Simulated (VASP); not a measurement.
# W (I4/mmm) in VASP: a series of runs

The runs below take W through single point, with PBEsol.

All numbers are computed with VASP 6.6.1; they aren't measurements. Logs are shortened: lines on timing, memory, paths and dates and some standing lists are left out, and cuts for length are marked.

### Step 1. The cell of the first run

The structure is tetragonal, space group I4/mmm (No. 139). The conventional cell has a = 3.115 Å, b = 3.115 Å, c = 3.195 Å, α = 90.00°, β = 90.00°, γ = 90.00°. Within 3.6 Å of W (site symmetry 4/mmm) lie 14 W at 2.72 to 3.19 Å.

### Step 2. Single point, PBEsol (strain -0.025 along x and y, +0.000 along z)

File INCAR:

```
SYSTEM = W
ALGO = Fast
EDIFF = 1E-6
ENCUT = 520
GGA = PS
ISIF = 2
ISMEAR = 0
LASPH = .TRUE.
LCHARG = .FALSE.
LREAL = .FALSE.
LWAVE = .FALSE.
NBANDS = 13
NELM = 60
PREC = Accurate
SIGMA = 0.15
```

File KPOINTS:

```
k-points
0
G
  20 20 20
  0 0 0
```

File POSCAR:

```
W
1.0
   -1.5573675000      1.5573675000      1.5973000000
    1.5573675000     -1.5573675000      1.5973000000
    1.5573675000      1.5573675000     -1.5973000000
W
1
Direct
    0.0000000000      0.0000000000      0.0000000000
```

Potentials or basis: VASP PAW PBE potentials, release 64 (W_sv).

Command:

```sh
$ cat potpaw_PBE.64/W_sv/POTCAR > POTCAR
$ mpirun -np 1 vasp_std > vasp.out
```

OUTCAR:

```text
SYSTEM = W
   EDIFF = 1E-6
   ENCUT = 520
   GGA = PS
   ISIF = 2
   ISMEAR = 0
   LASPH = .TRUE.
   LREAL = .FALSE.
   NELM = 60
   PREC = Accurate

 ion  position               nearest neighbor table
   1  0.000  0.000  0.000-

  LATTYP: Found a body centered tetragonal cell.
 ALAT       =     3.1147350000
 C/A-ratio  =     1.0256410256

  Lattice vectors:

 A1 = (  -1.5573675000,   1.5573675000,   1.5973000000)
 A2 = (   1.5573675000,  -1.5573675000,   1.5973000000)
 A3 = (   1.5573675000,   1.5573675000,  -1.5973000000)

Analysis of symmetry for initial positions (statically):
=====================================================================
 Subroutine PRICEL returns:
 Original cell was already a primitive cell.

 Routine SETGRP: Setting up the symmetry group for a
 body centered tetragonal supercell.

 Subroutine GETGRP returns: Found 16 space group operations
 (whereof 16 operations were pure point group operations)
 out of a pool of 16 trial point group operations.

The static configuration has the point symmetry D_4h.

Analysis of symmetry for dynamics (positions and initial velocities):
=====================================================================
 Subroutine PRICEL returns:
 Original cell was already a primitive cell.

 Routine SETGRP: Setting up the symmetry group for a
 body centered tetragonal supercell.

 Subroutine GETGRP returns: Found 16 space group operations
 (whereof 16 operations were pure point group operations)
 out of a pool of 16 trial point group operations.

The dynamic configuration has the point symmetry D_4h.

 Subroutine INISYM returns: Found 16 space group operations
 (whereof 16 operations are pure point group operations),
 and found     1 'primitive' translations

----------------------------------------------------------------------------------------

                                     Primitive cell

  volume of cell :      15.4963

  direct lattice vectors                    reciprocal lattice vectors
    -1.557367500  1.557367500  1.597300000     0.000000000  0.321054600  0.313028235
     1.557367500 -1.557367500  1.597300000     0.321054600  0.000000000  0.313028235
     1.557367500  1.557367500 -1.597300000     0.321054600  0.321054600  0.000000000

  length of vectors
     2.720690050  2.720690050  2.720690050     0.448400192  0.448400192  0.454039770

  position of ions in fractional coordinates (direct lattice)
     0.000000000  0.000000000  0.000000000

  ion indices of the primitive-cell ions
   primitive index   ion index
                 1           1

----------------------------------------------------------------------------------------

 KPOINTS: k-points

Automatic generation of k-mesh.
 Grid dimensions read from file:
 generate k-points for:   20   20   20

 Generating k-lattice:

  Cartesian coordinates                     Fractional coordinates (reciprocal lattice)
     0.000000000  0.016052730  0.015651412     0.050000000  0.000000000 -0.000000000
     0.016052730  0.000000000  0.015651412     0.000000000  0.050000000 -0.000000000
     0.016052730  0.016052730  0.000000000     0.000000000  0.000000000  0.050000000

  Length of vectors
     0.022420010  0.022420010  0.022701988

  Shift w.r.t. Gamma in fractional coordinates (k-lattice)
     0.000000000  0.000000000  0.000000000

 Subroutine IBZKPT returns following result:
 ===========================================

 Found    641 irreducible k-points:

 Following reciprocal coordinates:
            Coordinates               Weight
  0.000000  0.000000  0.000000      1.000000
  0.050000  0.000000  0.000000      8.000000
  0.100000 -0.000000  0.000000      8.000000
  0.150000 -0.000000  0.000000      8.000000
  0.200000 -0.000000  0.000000      8.000000
  0.250000 -0.000000  0.000000      8.000000
[... 16 lines left out ...]
 -0.400000  0.050000 -0.000000     16.000000
 -0.350000  0.050000 -0.000000     16.000000
 [... further k-points ...]
   k-points           NKPTS =    641   k-points in BZ     NKDIM =    641   number of bands    NBANDS=     13
   number of dos      NEDOS =    301   number of ions     NIONS =      1
   total plane-waves  NPLWV =   8000
   dimension x,y,z NGX =    20 NGY =   20 NGZ =   20
   dimension x,y,z NGXF=    40 NGYF=   40 NGZF=   40
   ions per type =               1
   NGX,Y,Z   is equivalent  to a cutoff of  12.22, 12.22, 12.22 a.u.
   NGXF,Y,Z  is equivalent  to a cutoff of  24.44, 24.44, 24.44 a.u.
 SYSTEM =  W
   PREC   = accura    normal or accurate (medium, high low for compatibility)
   ISTART =      0    job   : 0-new  1-cont  2-samecut
   ICHARG =      2    charge: 1-file 2-atom 10-const
   ISPIN  =      1    spin polarized calculation?
   LNONCOLLINEAR =      F non collinear calculations
   LSORBIT =      F    spin-orbit coupling
   LASPH  =      T    aspherical Exc in radial PAW
   ENCUT  =  520.0 eV  38.22 Ry    6.18 a.u.   5.06  5.06  5.06*2*pi/ulx,y,z
   NELM   =     60;   NELMIN=  2; NELMDL= -5     # of ELM steps
   EDIFF  = 0.1E-05   stopping-criterion for ELM
   LREAL  =      F    real-space projection
   EDIFFG = 0.1E-04   stopping-criterion for IOM
   NSW    =      0    number of steps for IOM
   IBRION =     -1    ionic relax: 0-MD 1-quasi-New 2-CG
   NFREE  =      0    steps in history (QN), initial steepest desc. (CG)
   ISIF   =      2    stress and relaxation
   ISYM   =      2    0-nonsym 1-usesym 2-fastsym
   POTIM  = 0.5000    time-step for ionic-motion
   TEBEG  =    0.0;   TEEND  =   0.0 temperature during run
   PSTRESS=    0.0 pullay stress
   NELECT =      14.0000    total number of electrons
   NUPDOWN=      -1.0000    fix difference up-down
   EMIN   =  10.00;   EMAX   =-10.00  energy-range for DOS
   EFERMI =   0.00;   METHOD = LEGACY
   ISMEAR =     0;   SIGMA  =   0.15  broadening in eV -4-tet -1-fermi 0-gaus
   EFERMI_NEDOS =   21; number of points for ismear=-14 and -15
   IALGO  =     68    algorithm
   IMIX   =      4    mixing-type and parameters
     AMIX     =   0.40;   BMIX     =  1.00
     AMIX_MAG =   1.60;   BMIX_MAG =  1.00
  volume/ion in A,a.u.               =      15.50       104.57
  Fermi-wavevector in a.u.,A,eV,Ry     =   1.582613  2.990704 34.078003  2.504663
  Thomas-Fermi vector in A             =   2.682509
   LORBIT       =      0    0 simple, 1 ext, 2 COOP (PROOUT), +10 PAW based schemes
   GGA     = PS    functional components
   LHFCALC =     F    Hartree Fock is set to
   AEXX    =    0.0000 exact exchange contribution
   IVDW    =     0    specifies the selected vdW correction
   LEPSILON=     F    determine dielectric tensor
   LRPA    =     F    only Hartree local field effects (RPA)
 non-spin polarized calculation
 RMM-DIIS sequential band-by-band and
 Gauss-broadening in eV      SIGMA  =   0.15
  energy-cutoff  :      520.00
  volume of cell :       15.50
 maximum number of plane-waves:       434
   NGX = 11   NGY = 11   NGZ = 11

 number of electron      14.0000004 magnetization

 Free energy of the ion-electron system (eV)
  ---------------------------------------------------
  ext. energy  EPLUGINS =         0.00000000
  ---------------------------------------------------
  free energy    TOTEN  =       -13.79984125 eV

  energy without entropy =      -13.79574334  energy(sigma->0) =      -13.79779229

 E-fermi :  11.6390     XC(G=0): -13.8903

 val. band max:       11.6172494503   @ k =  -0.2000  -0.2000   0.1000
 cond. band min:      11.6443150859   @ k =  -0.2000   0.2500   0.1000
 fundamental gap:      0.0270656356
 Fermi energy:        11.6390176990

 k-point     1 :       0.0000    0.0000    0.0000
  band No.  band energies     occupation
      1     -62.5151      2.00000
      2     -26.0449      2.00000
      3     -26.0339      2.00000
      4     -26.0339      2.00000
      5       1.8270      2.00000
      6      10.2230      2.00000
      7      10.2230      2.00000
      8      10.5628      2.00000
      9      13.6563      0.00000
     10      14.1155      0.00000
     11      25.8802      0.00000
     12      26.3701      0.00000
     13      26.3701      0.00000

 k-point     2 :       0.0500    0.0000    0.0000
  band No.  band energies     occupation
      1     -62.5116      2.00000
      2     -26.0773      2.00000
      3     -26.0451      2.00000
      4     -26.0388      2.00000
      5       1.9514      2.00000
      6      10.2095      2.00000
      7      10.2240      2.00000
      8      10.6065      2.00000
      9      13.5613      0.00000
     10      14.0813      0.00000
     11      26.0814      0.00000
     12      26.5794      0.00000
     13      26.5919      0.00000

 k-point     3 :       0.1000   -0.0000    0.0000
  band No.  band energies     occupation
      1     -62.5012      2.00000
      2     -26.1837      2.00000
      3     -26.0776      2.00000
      4     -26.0394      2.00000
      5       2.3128      2.00000
      6      10.0792      2.00000
      7      10.1504      2.00000
      8      10.8970      2.00000
      9      13.3157      0.00000
     10      14.0343      0.00000
     11      26.4719      0.00000
     12      27.1918      0.00000
     13      27.3174      0.00000
[... 305 lines left out ...]
 k-point    23 :      -0.4000    0.0500   -0.0000
  band No.  band energies     occupation
      1     -62.3876      2.00000
      2     -27.2414      2.00000
      3     -26.4199      2.00000
      4     -26.0568      2.00000
      5       5.2713      2.00000
      6       8.3307      2.00000
      7      10.5416      2.00000
      8      13.5497      0.00000
      9      14.6550      0.00000
     10      16.2638      0.00000
     11      24.3960      0.00000
     12      24.7871      0.00000
     13      31.3304      0.00000

 k-point    24 :      -0.3500    0.0500   -0.0000
  band No.  band energies     occupation
      1     -62.4062      2.00000
      2     -27.0788      2.00000
      3     -26.3628      2.00000
      4     -26.0567      2.00000
      5       5.1031      2.00000
      6       8.5803      2.00000
      7       9.8821      2.00000
      8      13.3244      0.00000
      9      14.4876      0.00000
     10      15.0710      0.00000
     11      25.2632      0.00000
     12      26.2178      0.00000
     13      33.0260      0.00000

 [... further k-points ...]
[... 5 lines left out ...]
  --------------------------------------------------------------------------------------
  -------------------------------------------------------------------------------------
  Total        0.7734808      0.7734808     -0.1061157      0.0000000      0.0000000      0.0000000
  in kB       79.9708001     79.9708001    -10.9713853      0.0000000      0.0000000      0.0000000
  external PRESSURE =      49.6567383 kB  Pullay stress =       0.0000000 kB

 VOLUME and BASIS-vectors are now :
 -----------------------------------------------------------------------------
  energy-cutoff  :      520.00
  volume of cell :       15.50
      direct lattice vectors                 reciprocal lattice vectors
    -1.557367500  1.557367500  1.597300000     0.000000000  0.321054600  0.313028235
     1.557367500 -1.557367500  1.597300000     0.321054600  0.000000000  0.313028235
     1.557367500  1.557367500 -1.597300000     0.321054600  0.321054600  0.000000000

 POSITION                                       TOTAL-FORCE (eV/Angst)
 -----------------------------------------------------------------------------------
      0.00000      0.00000      0.00000         0.000000      0.000000      0.000000
 -----------------------------------------------------------------------------------
    total drift:                                0.000000     -0.000000     -0.000000

  FREE ENERGIE OF THE ION-ELECTRON SYSTEM (eV)
  ---------------------------------------------------
  free  energy   TOTEN  =       -13.7998412450 eV

  energy  without entropy=      -13.7957433432  energy(sigma->0) =      -13.79779229
```

It took 58 s on 1 thread of Intel Xeon Platinum 8488C (Sapphire Rapids), shared host; peak memory 0.22 GiB.

Results:

| Property | Result |
| --- | --- |
| Free energy | -13.7998 eV |
| Pressure | 5.0 GPa |
| Band gap on the k mesh | zero (bands 7 and 8 overlap by 6.35 eV) |

Caveat: the cell differs from its parent crystal (strain -0.025 along x and y, +0.000 along z); the stress differs along the axes, from -1 to 8 GPa; the PAW data sets were made with another functional, which shifts forces and pressure a little; spin-orbit coupling is left out, which moves the levels of the heavy elements.

### Step 3. Single point, PBEsol (strain +0.000 along x and y, -0.025 along z)

File INCAR:

```
SYSTEM = W
PREC = Accurate ; ENCUT = 520
EDIFF = 1E-6 ; ISMEAR = 0
SIGMA = 0.15 ; LREAL = .False.
LASPH = .True. ; NELM = 60
ALGO = Normal ; ISIF = 2
LWAVE = .False. ; LCHARG = .False.
GGA = PS ; NBANDS = 13
```

File KPOINTS:

```
regular mesh
0
Gamma
  20 20 20
  0 0 0
```

File POSCAR:

```
W
1.0
   -1.5973000000      1.5973000000      1.5573675000
    1.5973000000     -1.5973000000      1.5573675000
    1.5973000000      1.5973000000     -1.5573675000
W
1
Direct
    0.0000000000      0.0000000000      0.0000000000
```

Potentials or basis: VASP PAW PBE potentials, release 64 (W_sv).

Command:

```sh
$ cat potpaw_PBE.64/W_sv/POTCAR > POTCAR
$ mpirun -np 1 vasp_std > vasp.out
```

Wall time 50 s (1 thread of Intel Xeon Platinum 8488C (Sapphire Rapids), shared host); peak memory 0.23 GiB.

It converged, with:

| Property | Result |
| --- | --- |
| Free energy | -13.8015 eV |
| Pressure | -3.4 GPa |
| Band gap on the k mesh | zero (bands 7 and 8 overlap by 6.28 eV) |

Stress tensor (GPa, compression positive):
```
-6.38  0.00  0.00
 0.00 -6.38  0.00
 0.00  0.00  2.64
```

Levels at points of the mesh, in eV from the Fermi level:
| k point | band 3 | band 4 | band 5 | band 6 | band 7 | band 8 | band 9 | band 10 | band 11 | band 12 |
| --- | --- | --- | --- | --- | --- | --- | --- | --- | --- | --- |
| (0.00, 0.00, 0.00) | -37.75 | -37.74 | -9.67 | -1.48 | -1.14 | -1.14 | 1.96 | 2.42 | 14.35 | 14.35 |
| (0.50, 0.00, 0.00) | -38.18 | -37.76 | -6.30 | -3.71 | 0.73 | 2.18 | 3.21 | 6.12 | 11.06 | 11.43 |
| (0.50, 0.50, 0.00) | -38.14 | -37.74 | -6.31 | -3.36 | 0.52 | 1.79 | 2.91 | 6.06 | 10.86 | 11.55 |
| (0.50, 0.50, 0.50) | -38.67 | -38.59 | -5.90 | -5.83 | 5.09 | 5.09 | 5.20 | 7.97 | 7.97 | 8.66 |

Caveat: the cell differs from its parent crystal (strain +0.000 along x and y, -0.025 along z); the stress differs along the axes, from -6 to 3 GPa; the PAW data sets were made with another functional, which shifts forces and pressure a little; spin-orbit coupling is left out, which moves the levels of the heavy elements.

### Step 4. Single point, PBEsol (strain -0.025 along x and y, +0.025 along z)

File INCAR:

```
ALGO = Normal
EDIFF = 1E-6
ENCUT = 520
GGA = PS
ISIF = 2
ISMEAR = 0
LASPH = True
LCHARG = True
LELF = True
LREAL = False
LVHAR = True
LWAVE = False
NBANDS = 13
NELM = 60
PREC = Accurate
SIGMA = 0.15
```

File KPOINTS:

```
k-points
0
Gamma
  20 20 20
```

File POSCAR:

```
W
1.0
   -1.5573675000      1.5573675000      1.6372325000
    1.5573675000     -1.5573675000      1.6372325000
    1.5573675000      1.5573675000     -1.6372325000
W
1
Direct
    0.0000000000      0.0000000000      0.0000000000
```

Command:

```sh
$ cat potpaw_PBE.64/W_sv/POTCAR > POTCAR
$ mpirun -np 1 vasp_std > vasp.out
```

Wall time 51 s (1 thread of Intel Xeon Platinum 8488C (Sapphire Rapids), shared host); peak memory 0.23 GiB.

The run converged. Its results:

- Free energy: -13.7818 eV
- Pressure: -2.9 GPa
- Band gap on the k mesh: zero (bands 7 and 8 overlap by 5.96 eV)

Stress tensor (GPa, compression positive):
```
  2.36   0.00   0.00
  0.00   2.36   0.00
  0.00   0.00 -13.56
```

Levels at points of the mesh, in eV from the Fermi level:
```tsv
k point	band 3	band 4	band 5	band 6	band 7	band 8	band 9	band 10	band 11	band 12
(0.00, 0.00, 0.00)	-37.72	-37.72	-9.66	-1.44	-1.44	-0.80	1.75	2.60	13.92	14.86
(0.50, 0.00, 0.00)	-38.12	-37.73	-6.30	-3.34	0.55	1.65	3.12	6.04	10.88	11.56
(0.50, 0.50, 0.00)	-38.19	-37.77	-6.29	-4.01	0.94	2.68	3.39	6.22	11.28	11.34
(0.50, 0.50, 0.50)	-38.58	-38.58	-5.93	-5.78	5.00	5.22	5.22	7.33	8.67	8.67
```

Caveat: the cell differs from its parent crystal (strain -0.025 along x and y, +0.025 along z); the stress differs along the axes, from -14 to 2 GPa; the PAW data sets were made with another functional, which shifts forces and pressure a little; spin-orbit coupling is left out, which moves the levels of the heavy elements.

### Step 5. Overview

```csv
cell,gap on the mesh (eV),pressure (GPa)
"a = 2.721 Å, angles 110.2, 110.2, 108.1°, 1 atom",none,5.0
"a = 2.744 Å, angles 108.8, 108.8, 110.8°, 1 atom",none,-3.4
"a = 2.744 Å, angles 110.8, 110.8, 106.7°, 1 atom",none,-2.9
```

Alike in all rows: task single point; level PBEsol; potentials or basis VASP PAW PBE potentials, release 64 (W_sv); no spin polarisation; k mesh 20 × 20 × 20; cutoff (eV) 520; smearing gaussian 0.15 eV.

Caveats: the PAW data sets were made with another functional, which shifts forces and pressure a little; spin-orbit coupling is left out, which moves the levels of the heavy elements; the stress differs along the axes, from -1 to 8 GPa (at least some runs); the stress differs along the axes, from -6 to 3 GPa (at least some runs); the stress differs along the axes, from -14 to 2 GPa (at least some runs).

Absolute energies hang on the potentials; compare differences alone.

The gap in the log of VASP goes by the Fermi energy; the results here count the filled bands.